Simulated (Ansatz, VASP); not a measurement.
# One calculation of ZnS, two programs

```
Zn S
1.0
     0.00000    2.59646    2.70465
     2.59646    0.00000    2.70465
     2.59646    2.59646    0.00000
Zn S
1 1
Direct
  0.00000 0.00000 0.00000
  0.75000 0.75000 0.75000
```

Change from the starting cell: strain -0.040 along x and y, +0.000 along z, atoms carried along.

Alike in both runs: task single point; functional PBE; k mesh 10 × 10 × 10; occupations gaussian, width 0.05 eV; no spin polarisation.

```csv
,VASP,Ansatz
version,VASP 6.6.1,Ansatz 0.2.0
potentials or method,"VASP PAW PBE potentials, release 64 (Zn, S), cutoff 520 eV","scalar-relativistic, plane waves, PAW"
valence electrons in the cell,18,18
```

|  | VASP | Ansatz | Ansatz less VASP |
| --- | --- | --- | --- |
| gap on the k mesh at the Fermi level (eV) | 2.41 | 2.40 | -0.011 |
| least direct gap on the mesh (eV) | 2.41 | 2.40 | -0.011 |
| pressure (GPa) | 8.9 | 8.7 | -0.18 |
| traceless stress, the component that is largest in VASP (GPa) | -1.09 | -1.10 | -0.009 |
